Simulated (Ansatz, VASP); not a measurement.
## TiAl: VASP beside Ansatz

```
CELL_PARAMETERS angstrom
3.16568 0.00000 0.00000
0.00000 3.16568 0.00000
0.00000 0.00000 3.16568
ATOMIC_POSITIONS crystal
Ti 0.00000 0.00000 0.00000
Al 0.50000 0.50000 0.50000
```

Alike in both runs: functional r2SCAN; dispersion rVV10; k mesh 14 × 14 × 14; occupations gaussian, width 0.1 eV; no spin polarisation.

Ansatz relaxed the structure, and its values are those at the end. VASP's run is a single point on that final structure, the one shown.

|  | VASP | Ansatz |
| --- | --- | --- |
| version | VASP 6.6.1 | Ansatz 0.2.0 |
| potentials or method | VASP PAW PBE potentials, release 64 (Ti_sv, Al), cutoff 520 eV | scalar-relativistic, plane waves, PAW |
| valence electrons in the cell | 15 | 15 |

|  | VASP | Ansatz | Ansatz less VASP |
| --- | --- | --- | --- |
| gap on the k mesh at the Fermi level (eV) | none | none | - |
| pressure (GPa) | 0.2 | 0.0 | -0.17 |

VASP's potentials were made for PBE, not for r2SCAN. A gap of «none» marks a metal or a gap that the smearing closes.
